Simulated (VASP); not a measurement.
# H (P6_3/mmc) in VASP: electric field gradients with PBE

Aim: the electric field gradients of H with PBE.

Program: VASP 6.6.1. These are calculated values, not measurements. Logs are shortened: lines on timing, memory, paths and dates and some standing lists are left out, and cuts for length are marked.

### 1 The cell of the first run

It takes space group P6_3/mmc (No. 194, hexagonal). Conventional cell: a = 3.840 Å, b = 3.840 Å, c = 5.047 Å, α = 90.00°, β = 90.00°, γ = 120.00°. Within 1.0 Å of H (site symmetry 3m) lie 1 H at 0.74 Å.

### 2 Electric field gradients, PBE

Input file INCAR:

```
SYSTEM = H
PREC     = Accurate       ! precision mode
ENCUT    = 520            ! plane-wave cutoff, eV
EDIFF    = 1E-8           ! SCF threshold, eV
ISMEAR   = -1             ! smearing method
SIGMA    = 0.02           ! smearing width, eV
LREAL    = .FALSE.        ! projectors in reciprocal space
LASPH    = .TRUE.         ! aspherical terms in the spheres
NELM     = 80             ! most SCF steps
ALGO     = Normal         ! electronic algorithm
ISIF     = 2              ! what is computed and relaxed
LWAVE    = .FALSE.        ! write WAVECAR
LCHARG   = .FALSE.        ! write CHGCAR
GGA      = PE             ! functional
LEFG     = .TRUE.       
NBANDS   = 10             ! bands
```

Input file KPOINTS:

```
Automatic mesh
0
G
  9 9 6
  0 0 0
```

Input file POSCAR:

```
H
1.0
    3.8401304226      0.0000000000      0.0000000000
   -1.9200652113      3.3256504998      0.0000000000
    0.0000000000      0.0000000000      5.0466615500
H
4
Direct
    0.3333333333      0.6666666667      0.1764958800
    0.6666666667      0.3333333333      0.6764958800
    0.6666666667      0.3333333333      0.8235041200
    0.3333333333      0.6666666667      0.3235041200
```

Potentials or basis: VASP PAW PBE potentials, release 64 (H).

Command:

```console
> cat potpaw_PBE.64/H/POTCAR > POTCAR
> mpirun -np 1 vasp_std > vasp.out
```

OUTCAR:

```text
SYSTEM = H
   PREC = Accurate
   ENCUT = 520
   EDIFF = 1E-8
   ISMEAR = -1
   LREAL = .FALSE.
   LASPH = .TRUE.
   NELM = 80
   ISIF = 2
   GGA = PE

 ion  position               nearest neighbor table
   1  0.333  0.667  0.176-   4 0.74
   2  0.667  0.333  0.676-   3 0.74
   3  0.667  0.333  0.824-   2 0.74
   4  0.333  0.667  0.324-   1 0.74

  LATTYP: Found a hexagonal cell.
 ALAT       =     3.8401304226
 C/A-ratio  =     1.3141901432

  Lattice vectors:

 A1 = (   3.8401304226,   0.0000000000,   0.0000000000)
 A2 = (  -1.9200652113,   3.3256504998,   0.0000000000)
 A3 = (   0.0000000000,   0.0000000000,   5.0466615500)

Analysis of symmetry for initial positions (statically):
=====================================================================
 Subroutine PRICEL returns:
 Original cell was already a primitive cell.

 Routine SETGRP: Setting up the symmetry group for a
 hexagonal supercell.

 Subroutine GETGRP returns: Found 24 space group operations
 (whereof 12 operations were pure point group operations)
 out of a pool of 24 trial point group operations.

The static configuration has the point symmetry D_3d.
 The point group associated with its full space group is D_6h.

Analysis of symmetry for dynamics (positions and initial velocities):
=====================================================================
 Subroutine PRICEL returns:
 Original cell was already a primitive cell.

 Routine SETGRP: Setting up the symmetry group for a
 hexagonal supercell.

 Subroutine GETGRP returns: Found 24 space group operations
 (whereof 12 operations were pure point group operations)
 out of a pool of 24 trial point group operations.

The dynamic configuration has the point symmetry D_3d.
 The point group associated with its full space group is D_6h.

 Subroutine INISYM returns: Found 24 space group operations
 (whereof 12 operations are pure point group operations),
 and found     1 'primitive' translations

----------------------------------------------------------------------------------------

                                     Primitive cell

  volume of cell :      64.4506
[... 147 lines left out ...]

 k-point     1 :       0.0000    0.0000    0.0000
  band No.  band energies     occupation
      1     -10.3286      2.00000
      2      -8.9306      2.00000
      3       0.4694      0.00000
      4       3.0453      0.00000
      5       6.1469      0.00000
      6       7.7262      0.00000
      7       8.3274      0.00000
      8       8.3274      0.00000
      9       9.7151      0.00000
     10       9.7151      0.00000
[... 287 lines left out ...]
 k-point    24 :       0.3333    0.3333    0.1667
  band No.  band energies     occupation
      1      -9.3231      2.00000
      2      -9.3231      2.00000
      3       1.7898      0.00000
      4       2.4341      0.00000
      5       2.4341      0.00000
      6       5.1536      0.00000
      7       5.1536      0.00000
      8       5.6610      0.00000
      9       9.6962      0.00000
     10      12.6858      0.00000

 [... further k-points ...]

------------------------ aborting loop because EDIFF is reached ----------------------------------------

  FORCE on cell =-STRESS in cart. coord.  units (eV):
  Direction    XX          YY          ZZ          XY          YZ          ZX
  --------------------------------------------------------------------------------------
  -------------------------------------------------------------------------------------
  Total       -0.0432975     -0.0432975      0.3872502      0.0000000      0.0000000      0.0000000
  in kB       -1.0763336     -1.0763336      9.6266570      0.0000000      0.0000000      0.0000000
  external PRESSURE =       2.4913299 kB  Pullay stress =       0.0000000 kB

 VOLUME and BASIS-vectors are now :
 -----------------------------------------------------------------------------
  energy-cutoff  :      520.00
  volume of cell :       64.45
      direct lattice vectors                 reciprocal lattice vectors
     3.840130423  0.000000000  0.000000000     0.260407822  0.150346526  0.000000000
    -1.920065211  3.325650500  0.000000000     0.000000000  0.300693052  0.000000000
     0.000000000  0.000000000  5.046661550     0.000000000  0.000000000  0.198150795

 POSITION                                       TOTAL-FORCE (eV/Angst)
 -----------------------------------------------------------------------------------
     -0.00000      2.21710      0.89071        -0.000000      0.000000     -0.298996
      1.92007      1.10855      3.41405         0.000000      0.000000     -0.298996
      1.92007      1.10855      4.15595         0.000000     -0.000000      0.298996
     -0.00000      2.21710      1.63262         0.000000      0.000000      0.298996
 -----------------------------------------------------------------------------------
    total drift:                                0.000000     -0.000000      0.000000

  FREE ENERGIE OF THE ION-ELECTRON SYSTEM (eV)
  ---------------------------------------------------
  free  energy   TOTEN  =       -13.5749836849 eV

  energy  without entropy=      -13.5749836848  energy(sigma->0) =      -13.57498368

 Electric field gradients (V/A^2)
---------------------------------------------------------------------
 ion       V_xx      V_yy      V_zz      V_xy      V_xz      V_yz
---------------------------------------------------------------------
   1     -16.573   -16.574    33.147    -0.001    -0.000     0.000
   2     -16.573   -16.574    33.147    -0.001     0.000    -0.000
   3     -16.573   -16.574    33.147    -0.001    -0.000     0.000
   4     -16.573   -16.574    33.147    -0.001     0.000    -0.000
---------------------------------------------------------------------

 Electric field gradients after diagonalization (V/A^2)
 (convention: |V_zz| > |V_xx| > |V_yy|)
----------------------------------------------------------------------
 ion       V_xx      V_yy      V_zz     asymmetry (V_yy - V_xx)/ V_zz
----------------------------------------------------------------------
   1     -16.574   -16.573    33.147       0.000
   2     -16.574   -16.573    33.147       0.000
   3     -16.574   -16.573    33.147       0.000
   4     -16.574   -16.573    33.147       0.000
----------------------------------------------------------------------

           NMR quadrupolar parameters

 Cq : quadrupolar parameter    Cq=e*Q*V_zz/h
 eta: asymmetry parameters     (V_yy - V_xx)/ V_zz
 Q  : nuclear electric quadrupole moment in mb (millibarn)
----------------------------------------------------------------------
 ion       Cq(MHz)       eta       Q (mb)
----------------------------------------------------------------------
   1       0.080       0.000       1.000
   2       0.080       0.000       1.000
   3       0.080       0.000       1.000
   4       0.080       0.000       1.000
----------------------------------------------------------------------
```

Run time: 29 s. Hardware: 1 thread of Intel Xeon 6975P-C (Granite Rapids), shared host; peak memory 0.17 GiB.

What came out:

| Item | Value |
| --- | --- |
| Free energy | -13.5750 eV |
| Pressure | 0.2 GPa |
| Largest force | 0.299 eV/Å |
| Band gap on the k mesh | 9.40 eV, direct |

Forces on the atoms (eV/Å):
```
H    0.000  0.000 -0.299
H    0.000  0.000 -0.299
H    0.000  0.000  0.299
H    0.000  0.000  0.299
```

Stress tensor (GPa, compression positive):
```
-0.11  0.00  0.00
 0.00 -0.11  0.00
 0.00  0.00  0.96
```

Electric field gradients, principal values (V/Å²):
```tsv
atom	least	middle	greatest (by size)
1 H	-16.573	-16.574	33.147
2 H	-16.573	-16.574	33.147
3 H	-16.573	-16.574	33.147
4 H	-16.573	-16.574	33.147
```

Caveat: without QUAD_EFG the Cq values of the log hold for a quadrupole moment of 1 mb, not for the nuclei. A k mesh can miss the band edges.
